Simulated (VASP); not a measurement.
Runs of VASP 6.6.1 on SiC. The structure is that of space group I-4m2 (No. 119), or close to it. The cells are those of the table. 

```csv
cell,gap on the mesh (eV),pressure (GPa)
"a = 3.012, b = 3.012, c = 3.246 Å, angles 57.4, 57.4, 65.2°, 2 atoms",none,(b)
"a = 3.037, b = 3.037, c = 3.161 Å, angles 58.6, 58.6, 62.7°, 2 atoms",0.43,1.1
"a = 3.354, b = 3.354, c = 2.739 Å, angles 65.9, 65.9, 48.2°, 2 atoms",none,-1.6
"a = 2.995, b = 2.995, c = 3.340 Å, angles 56.1, 56.1, 67.8°, 2 atoms",none,(a)
"a = 3.196, b = 3.196, c = 2.893 Å, angles 63.1, 63.1, 53.8°, 2 atoms",0.15,(c)
"a = 3.267, b = 3.267, c = 2.817 Å, angles 64.5, 64.5, 51.1°, 2 atoms",none,-1.4
"a = 3.131, b = 3.131, c = 2.978 Å, angles 61.6, 61.6, 56.8°, 2 atoms",0.70,1.1
"a = 2.989, b = 2.989, c = 3.451 Å, angles 54.7, 54.7, 70.5°, 2 atoms",none,-7.7
"a = 2.993, b = 2.993, c = 3.549 Å, angles 53.6, 53.6, 72.7°, 2 atoms",none,(d)
"a = 3.424, b = 3.424, c = 2.686 Å, angles 66.9, 66.9, 46.2°, 2 atoms",none,-1.0
```

Alike in all rows: task single point; level PBEsol; potentials or basis VASP PAW PBE potentials, release 64 (Si, C); no spin polarisation; k mesh 12 × 12 × 12; cutoff (eV) 520; smearing gaussian 0.05 eV.

**Question.** Estimate the missing entries.

**Answer.** (a) -3.6; (b) -0.5; (c) -0.1; (d) -11.5.

Caveats: the PAW data sets were made with another functional, which shifts forces and pressure a little.

A k mesh can miss the band edges.

A gap of «none» marks levels without a gap at the run's occupations.
